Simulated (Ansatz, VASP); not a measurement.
## ZrB in VASP and in Ansatz

```
CELL_PARAMETERS angstrom
0.00000 2.41539 2.23834
2.41539 0.00000 2.23834
2.41539 2.41539 0.00000
ATOMIC_POSITIONS crystal
Zr 0.00000 0.00000 0.00000
B 0.50000 0.50000 0.50000
```

Change from the starting cell: normal strain along x +0.0000, normal strain along z -0.0733.

Alike in both runs: task single point; functional LDA; k mesh 16 × 16 × 16; occupations gaussian, width 0.15 eV; no spin polarisation.

|  | VASP | Ansatz |
| --- | --- | --- |
| version | VASP 6.6.1 | Ansatz 0.2.0 |
| potentials or method | VASP PAW LDA potentials, release 64 (Zr_sv, B), cutoff 520 eV | scalar-relativistic, plane waves, PAW |
| valence electrons in the cell | 15 | 15 |

```tsv
	VASP	Ansatz	Ansatz less VASP
gap on the k mesh at the Fermi level (eV)	none	none	-
pressure (GPa)	17.3	16.9	-0.39
traceless stress, the component that is largest in VASP (GPa)	21.10	21.10	-0.007
```

LDA's correlation is that of Perdew and Zunger in VASP and of Perdew and Wang (1992) in Ansatz. A gap of «none» marks a metal or a gap that the smearing closes.
